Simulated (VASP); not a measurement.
# Al (Fm-3m) in VASP: notebook

Al is run at these levels: LDA; tasks: single point.

All numbers are computed with VASP 6.6.1; they aren't measurements. Logs are shortened: lines on timing, memory, paths and dates and some standing lists are left out, and cuts for length are marked.

### 1 The cell of the first run

The structure is cubic, space group Fm-3m (No. 225). The conventional cell has a = 3.995 Å, b = 3.995 Å, c = 3.995 Å, α = 90.00°, β = 90.00°, γ = 90.00°. Within 3.7 Å of Al (site symmetry m-3m) lie 12 Al at 2.82 Å.

### 2 Single point, LDA (volume scaled by 0.96)

INCAR reads:

```
SYSTEM = Al
PREC = Accurate
ENCUT = 520
EDIFF = 1E-7
ISMEAR = -1
SIGMA = 0.05
LREAL = .FALSE.
LASPH = .TRUE.
NELM = 80
ALGO = Normal
ISIF = 2
LWAVE = .FALSE.
LCHARG = .FALSE.
NBANDS = 8
```

KPOINTS reads:

```
regular mesh
0
G
  11 11 11
  0 0 0
```

POSCAR reads:

```
Al
1.0
    0.0000000000      1.9974394157      1.9974394157
    1.9974394157      0.0000000000      1.9974394157
    1.9974394157      1.9974394157      0.0000000000
Al
1
Direct
    0.0000000000      0.0000000000      0.0000000000
```

Potentials or basis: VASP PAW LDA potentials, release 64 (Al).

Run with:

```console
> cat potpaw_LDA.64/Al/POTCAR > POTCAR
> mpirun -np 1 vasp_std > vasp.out
```

OUTCAR:

```text
SYSTEM = Al
   PREC = Accurate
   ENCUT = 520
   EDIFF = 1E-7
   ISMEAR = -1
   LREAL = .FALSE.
   LASPH = .TRUE.
   NELM = 80
   ISIF = 2

 ion  position               nearest neighbor table
   1  0.000  0.000  0.000-

  LATTYP: Found a face centered cubic cell.
 ALAT       =     3.9948788314

  Lattice vectors:

 A1 = (   0.0000000000,   1.9974394157,   1.9974394157)
 A2 = (   1.9974394157,   0.0000000000,   1.9974394157)
 A3 = (   1.9974394157,   1.9974394157,   0.0000000000)

Analysis of symmetry for initial positions (statically):
=====================================================================
 Subroutine PRICEL returns:
 Original cell was already a primitive cell.

 Routine SETGRP: Setting up the symmetry group for a
 face centered cubic supercell.

 Subroutine GETGRP returns: Found 48 space group operations
[... 9 lines left out ...]

 Routine SETGRP: Setting up the symmetry group for a
 face centered cubic supercell.

 Subroutine GETGRP returns: Found 48 space group operations
 (whereof 48 operations were pure point group operations)
 out of a pool of 48 trial point group operations.

The dynamic configuration has the point symmetry O_h .

 Subroutine INISYM returns: Found 48 space group operations
 (whereof 48 operations are pure point group operations),
 and found     1 'primitive' translations

----------------------------------------------------------------------------------------

                                     Primitive cell

  volume of cell :      15.9386

  direct lattice vectors                    reciprocal lattice vectors
     0.000000000  1.997439416  1.997439416    -0.250320483  0.250320483  0.250320483
     1.997439416  0.000000000  1.997439416     0.250320483 -0.250320483  0.250320483
     1.997439416  1.997439416  0.000000000     0.250320483  0.250320483 -0.250320483

  length of vectors
     2.824805912  2.824805912  2.824805912     0.433567795  0.433567795  0.433567795

  position of ions in fractional coordinates (direct lattice)
     0.000000000  0.000000000  0.000000000

  ion indices of the primitive-cell ions
   primitive index   ion index
                 1           1

----------------------------------------------------------------------------------------

 KPOINTS: regular mesh

Automatic generation of k-mesh.
 Grid dimensions read from file:
 generate k-points for:   11   11   11

 Generating k-lattice:

  Cartesian coordinates                     Fractional coordinates (reciprocal lattice)
    -0.022756408  0.022756408  0.022756408     0.090909091  0.000000000  0.000000000
     0.022756408 -0.022756408  0.022756408     0.000000000  0.090909091  0.000000000
     0.022756408  0.022756408 -0.022756408     0.000000000  0.000000000  0.090909091

  Length of vectors
     0.039415254  0.039415254  0.039415254

  Shift w.r.t. Gamma in fractional coordinates (k-lattice)
     0.000000000  0.000000000  0.000000000

 Subroutine IBZKPT returns following result:
 ===========================================

 Found     56 irreducible k-points:

 Following reciprocal coordinates:
            Coordinates               Weight
  0.000000  0.000000  0.000000      1.000000
  0.090909  0.000000  0.000000      8.000000
  0.181818  0.000000  0.000000      8.000000
  0.272727  0.000000  0.000000      8.000000
  0.363636  0.000000  0.000000      8.000000
  0.454545  0.000000  0.000000      8.000000
[... 16 lines left out ...]
 -0.272727  0.181818  0.000000     24.000000
 -0.181818  0.181818  0.000000     12.000000
 [... further k-points ...]
   k-points           NKPTS =     56   k-points in BZ     NKDIM =     56   number of bands    NBANDS=      8
   number of dos      NEDOS =    301   number of ions     NIONS =      1
   total plane-waves  NPLWV =  13824
   dimension x,y,z NGX =    24 NGY =   24 NGZ =   24
   dimension x,y,z NGXF=    48 NGYF=   48 NGZF=   48
   ions per type =               1
   NGX,Y,Z   is equivalent  to a cutoff of  14.12, 14.12, 14.12 a.u.
   NGXF,Y,Z  is equivalent  to a cutoff of  28.25, 28.25, 28.25 a.u.
 SYSTEM =  Al
   PREC   = accura    normal or accurate (medium, high low for compatibility)
   ISTART =      0    job   : 0-new  1-cont  2-samecut
   ICHARG =      2    charge: 1-file 2-atom 10-const
   ISPIN  =      1    spin polarized calculation?
   LNONCOLLINEAR =      F non collinear calculations
   LSORBIT =      F    spin-orbit coupling
   LASPH  =      T    aspherical Exc in radial PAW
   ENCUT  =  520.0 eV  38.22 Ry    6.18 a.u.   5.25  5.25  5.25*2*pi/ulx,y,z
   NELM   =     80;   NELMIN=  2; NELMDL= -5     # of ELM steps
   EDIFF  = 0.1E-06   stopping-criterion for ELM
   LREAL  =      F    real-space projection
   EDIFFG = 0.1E-05   stopping-criterion for IOM
   NSW    =      0    number of steps for IOM
   IBRION =     -1    ionic relax: 0-MD 1-quasi-New 2-CG
   NFREE  =      0    steps in history (QN), initial steepest desc. (CG)
   ISIF   =      2    stress and relaxation
   ISYM   =      2    0-nonsym 1-usesym 2-fastsym
   POTIM  = 0.5000    time-step for ionic-motion
   TEBEG  =    0.0;   TEEND  =   0.0 temperature during run
   PSTRESS=    0.0 pullay stress
   NELECT =       3.0000    total number of electrons
   NUPDOWN=      -1.0000    fix difference up-down
   EMIN   =  10.00;   EMAX   =-10.00  energy-range for DOS
   EFERMI =   0.00;   METHOD = LEGACY
   ISMEAR =    -1;   SIGMA  =   0.05  broadening in eV -4-tet -1-fermi 0-gaus
   EFERMI_NEDOS =   21; number of points for ismear=-14 and -15
   IALGO  =     38    algorithm
   IMIX   =      4    mixing-type and parameters
     AMIX     =   0.40;   BMIX     =  1.00
     AMIX_MAG =   1.60;   BMIX_MAG =  1.00
  volume/ion in A,a.u.               =      15.94       107.56
  Fermi-wavevector in a.u.,A,eV,Ry     =   0.938206  1.772953 11.976268  0.880231
  Thomas-Fermi vector in A             =   2.065395
   LORBIT       =      0    0 simple, 1 ext, 2 COOP (PROOUT), +10 PAW based schemes
   GGA     = CA    functional components
   LHFCALC =     F    Hartree Fock is set to
   AEXX    =    0.0000 exact exchange contribution
   IVDW    =     0    specifies the selected vdW correction
   LEPSILON=     F    determine dielectric tensor
   LRPA    =     F    only Hartree local field effects (RPA)
 non-spin polarized calculation
  energy-cutoff  :      520.00
  volume of cell :       15.94
 maximum number of plane-waves:       444
 NGX is ok and might be reduce to    24
   NGX = 11   NGY = 11   NGZ = 11

 number of electron       3.0000000 magnetization

 Free energy of the ion-electron system (eV)
  ---------------------------------------------------
  ext. energy  EPLUGINS =         0.00000000
  ---------------------------------------------------
  free energy    TOTEN  =        -4.20117519 eV

  energy without entropy =       -4.19720737  energy(sigma->0) =       -4.19919128

 E-fermi :   8.1623     XC(G=0): -10.4723

 val. band max:        8.1472450292   @ k =  -0.4545   0.3636   0.0000
 cond. band min:       8.1864456347   @ k =   0.4545   0.1818   0.0909
 fundamental gap:      0.0392006056
 Fermi energy:         8.1623042596

 k-point     1 :       0.0000    0.0000    0.0000
  band No.  band energies     occupation
      1      -3.1856      2.00000
      2      20.9146      0.00000
      3      20.9146      0.00000
      4      20.9146      0.00000
      5      22.5031      0.00000
      6      22.5031      0.00000
      7      22.5031      0.00000
      8      25.0204      0.00000

 k-point     2 :       0.0909    0.0000    0.0000
  band No.  band energies     occupation
      1      -2.9563      2.00000
      2      17.9916      0.00000
      3      20.2898      0.00000
      4      20.2898      0.00000
      5      23.1979      0.00000
      6      23.4711      0.00000
      7      23.4711      0.00000
      8      26.6686      0.00000

 k-point     3 :       0.1818    0.0000    0.0000
  band No.  band energies     occupation
      1      -2.2710      2.00000
      2      14.2900      0.00000
      3      19.5601      0.00000
      4      19.5601      0.00000
      5      22.9827      0.00000
      6      24.2726      0.00000
      7      24.2726      0.00000
      8      25.8102      0.00000

 k-point     4 :       0.2727    0.0000    0.0000
  band No.  band energies     occupation
      1      -1.1365      2.00000
      2      10.8042      0.00000
      3      19.1510      0.00000
      4      19.1510      0.00000
      5      22.7024      0.00000
      6      22.7024      0.00000
      7      22.7759      0.00000
      8      26.8990      0.00000

 k-point     5 :       0.3636    0.0000    0.0000
  band No.  band energies     occupation
      1       0.4362      2.00000
      2       7.6429      1.99994
      3      19.1087      0.00000
      4      19.1087      0.00000
      5      21.2550      0.00000
      6      21.2550      0.00000
      7      22.8541      0.00000
      8      25.3790      0.00000

 k-point     6 :       0.4545    0.0000    0.0000
  band No.  band energies     occupation
      1       2.4305      2.00000
      2       4.8502      2.00000
      3      19.4441      0.00000
      4      19.4441      0.00000
      5      20.1606      0.00000
      6      20.1606      0.00000
      7      23.3065      0.00000
      8      24.1611      0.00000

 k-point     7 :       0.0909    0.0909    0.0000
  band No.  band energies     occupation
      1      -2.8800      2.00000
      2      19.0210      0.00000
      3      19.0210      0.00000
      4      19.3048      0.00000
      5      21.8427      0.00000
      6      24.7633      0.00000
      7      24.8319      0.00000
      8      24.8319      0.00000
[... 133 lines left out ...]
 k-point    20 :       0.4545    0.1818    0.0000
  band No.  band energies     occupation
      1       1.8416      2.00000
      2       7.4164      2.00000
      3      14.5459      0.00000
      4      16.0513      0.00000
      5      17.8398      0.00000
      6      25.3367      0.00000
      7      25.6824      0.00000
      8      28.5993      0.00000

 k-point    21 :      -0.4545    0.1818    0.0000
  band No.  band energies     occupation
      1       3.9408      2.00000
      2       4.7905      2.00000
      3      13.5230      0.00000
      4      16.5101      0.00000
      5      18.3777      0.00000
      6      24.4042      0.00000
      7      26.9863      0.00000
      8      29.3776      0.00000

 k-point    22 :      -0.3636    0.1818    0.0000
  band No.  band energies     occupation
      1       2.5036      2.00000
      2       6.4792      2.00000
      3      12.9222      0.00000
      4      17.3571      0.00000
      5      19.3167      0.00000
      6      23.8254      0.00000
      7      26.5608      0.00000
      8      29.4595      0.00000

 k-point    23 :      -0.2727    0.1818    0.0000
  band No.  band energies     occupation
      1       0.6592      2.00000
      2       9.3150      0.00000
      3      12.7873      0.00000
      4      18.5900      0.00000
      5      20.6388      0.00000
      6      23.5908      0.00000
      7      26.1043      0.00000
      8      26.5737      0.00000

 k-point    24 :      -0.1818    0.1818    0.0000
  band No.  band energies     occupation
      1      -0.7604      2.00000
      2      12.0268      0.00000
      3      13.5390      0.00000
      4      20.1944      0.00000
      5      22.2848      0.00000
      6      23.2780      0.00000
      7      24.4626      0.00000
      8      25.4622      0.00000

 [... further k-points ...]
[... 5 lines left out ...]
  --------------------------------------------------------------------------------------
  -------------------------------------------------------------------------------------
  Total       -0.0508331     -0.0508331     -0.0508331      0.0000000      0.0000000     -0.0000000
  in kB       -5.1098277     -5.1098277     -5.1098277      0.0000000      0.0000000     -0.0000000
  external PRESSURE =      -5.1098277 kB  Pullay stress =       0.0000000 kB

 VOLUME and BASIS-vectors are now :
 -----------------------------------------------------------------------------
  energy-cutoff  :      520.00
  volume of cell :       15.94
      direct lattice vectors                 reciprocal lattice vectors
     0.000000000  1.997439416  1.997439416    -0.250320483  0.250320483  0.250320483
     1.997439416  0.000000000  1.997439416     0.250320483 -0.250320483  0.250320483
     1.997439416  1.997439416  0.000000000     0.250320483  0.250320483 -0.250320483

 POSITION                                       TOTAL-FORCE (eV/Angst)
 -----------------------------------------------------------------------------------
      0.00000      0.00000      0.00000         0.000000      0.000000      0.000000
 -----------------------------------------------------------------------------------
    total drift:                                0.000000     -0.000000     -0.000000

  FREE ENERGIE OF THE ION-ELECTRON SYSTEM (eV)
  ---------------------------------------------------
  free  energy   TOTEN  =        -4.2011751880 eV

  energy  without entropy=       -4.1972073690  energy(sigma->0) =       -4.19919128
```

Run time: 6.9 s. Hardware: 1 thread of Intel Xeon 6975P-C, shared host; peak memory 0.12 GiB.

Results:

| Property | Result |
| --- | --- |
| Free energy | -4.2012 eV |
| Pressure | -0.5 GPa |

### 3 Single point, LDA (volume scaled by 0.98)

INCAR reads:

```
SYSTEM = Al
PREC     = Accurate       ! precision mode
ENCUT    = 520            ! plane-wave cutoff, eV
EDIFF    = 1E-7           ! SCF threshold, eV
ISMEAR   = -1             ! smearing method
SIGMA    = 0.05           ! smearing width, eV
LREAL    = .FALSE.        ! projectors in reciprocal space
LASPH    = .TRUE.         ! aspherical terms in the spheres
NELM     = 100            ! most SCF steps
ALGO     = Fast           ! electronic algorithm
ISIF     = 2              ! what is computed and relaxed
LWAVE    = .FALSE.        ! write WAVECAR
LCHARG   = .FALSE.        ! write CHGCAR
GGA      = CA             ! functional
NBANDS   = 8              ! bands
```

KPOINTS reads:

```
Automatic mesh
0
G
  11 11 11
  0 0 0
```

POSCAR reads:

```
Al
1.0
    0.0000000000      2.0112152952      2.0112152952
    2.0112152952      0.0000000000      2.0112152952
    2.0112152952      2.0112152952      0.0000000000
Al
1
Direct
    0.0000000000      0.0000000000      0.0000000000
```

Potentials or basis: VASP PAW LDA potentials, release 64 (Al).

Run with:

```console
> cat potpaw_LDA.64/Al/POTCAR > POTCAR
> mpirun -np 1 vasp_std > vasp.out
```

OUTCAR:

```text
SYSTEM = Al
   PREC = Accurate
   ENCUT = 520
   EDIFF = 1E-7
   ISMEAR = -1
   LREAL = .FALSE.
   LASPH = .TRUE.
   NELM = 100
   ISIF = 2
   GGA = CA

 ion  position               nearest neighbor table
   1  0.000  0.000  0.000-

  LATTYP: Found a face centered cubic cell.
 ALAT       =     4.0224305904

  Lattice vectors:

 A1 = (   0.0000000000,   2.0112152952,   2.0112152952)
 A2 = (   2.0112152952,   0.0000000000,   2.0112152952)
 A3 = (   2.0112152952,   2.0112152952,   0.0000000000)

Analysis of symmetry for initial positions (statically):
=====================================================================
 Subroutine PRICEL returns:
 Original cell was already a primitive cell.

 Routine SETGRP: Setting up the symmetry group for a
 face centered cubic supercell.

 Subroutine GETGRP returns: Found 48 space group operations
[... 9 lines left out ...]

 Routine SETGRP: Setting up the symmetry group for a
 face centered cubic supercell.

 Subroutine GETGRP returns: Found 48 space group operations
 (whereof 48 operations were pure point group operations)
 out of a pool of 48 trial point group operations.

[... 142 lines left out ...]
  ---------------------------------------------------
  free energy    TOTEN  =        -4.19840037 eV

  energy without entropy =       -4.19440143  energy(sigma->0) =       -4.19640090

 E-fermi :   7.9488     XC(G=0): -10.3956

 val. band max:        7.9428437822   @ k =  -0.4545   0.3636   0.0000
 cond. band min:       7.9688492789   @ k =   0.4545   0.1818   0.0909
 fundamental gap:      0.0260054966
 Fermi energy:         7.9487978836

 k-point     1 :       0.0000    0.0000    0.0000
  band No.  band energies     occupation
      1      -3.2597      2.00000
      2      20.5839      0.00000
      3      20.5839      0.00000
      4      20.5839      0.00000
      5      22.0111      0.00000
      6      22.0111      0.00000
      7      22.0111      0.00000
      8      24.6513      0.00000
[... 243 lines left out ...]
 k-point    24 :      -0.1818    0.1818    0.0000
  band No.  band energies     occupation
      1      -0.8668      2.00000
      2      11.7794      0.00000
      3      13.2250      0.00000
      4      19.8012      0.00000
      5      21.8798      0.00000
      6      22.9138      0.00000
      7      23.9977      0.00000
      8      24.9961      0.00000

 [... further k-points ...]
[... 5 lines left out ...]
  --------------------------------------------------------------------------------------
  -------------------------------------------------------------------------------------
  Total       -0.2181546     -0.2181546     -0.2181546     -0.0000000     -0.0000000      0.0000000
  in kB      -21.4817314    -21.4817314    -21.4817314     -0.0000000     -0.0000000      0.0000000
  external PRESSURE =     -21.4817314 kB  Pullay stress =       0.0000000 kB

 VOLUME and BASIS-vectors are now :
 -----------------------------------------------------------------------------
  energy-cutoff  :      520.00
  volume of cell :       16.27
      direct lattice vectors                 reciprocal lattice vectors
     0.000000000  2.011215295  2.011215295    -0.248605906  0.248605906  0.248605906
     2.011215295  0.000000000  2.011215295     0.248605906 -0.248605906  0.248605906
     2.011215295  2.011215295  0.000000000     0.248605906  0.248605906 -0.248605906

 POSITION                                       TOTAL-FORCE (eV/Angst)
 -----------------------------------------------------------------------------------
      0.00000      0.00000      0.00000         0.000000      0.000000      0.000000
 -----------------------------------------------------------------------------------
    total drift:                               -0.000000      0.000000      0.000000

  FREE ENERGIE OF THE ION-ELECTRON SYSTEM (eV)
  ---------------------------------------------------
  free  energy   TOTEN  =        -4.1984003748 eV

  energy  without entropy=       -4.1944014252  energy(sigma->0) =       -4.19640090
```

It took 8 s on 1 thread of Intel Xeon 6975P-C, shared host; peak memory 0.12 GiB.

What came out:

```
Free energy : -4.1984 eV
Pressure    : -2.1 GPa
```

Levels at points of the mesh, in eV from the Fermi level:
```
           k point  band 1  band 2  band 3  band 4
(0.00, 0.00, 0.00)  -11.21   12.64   12.64   12.64
```
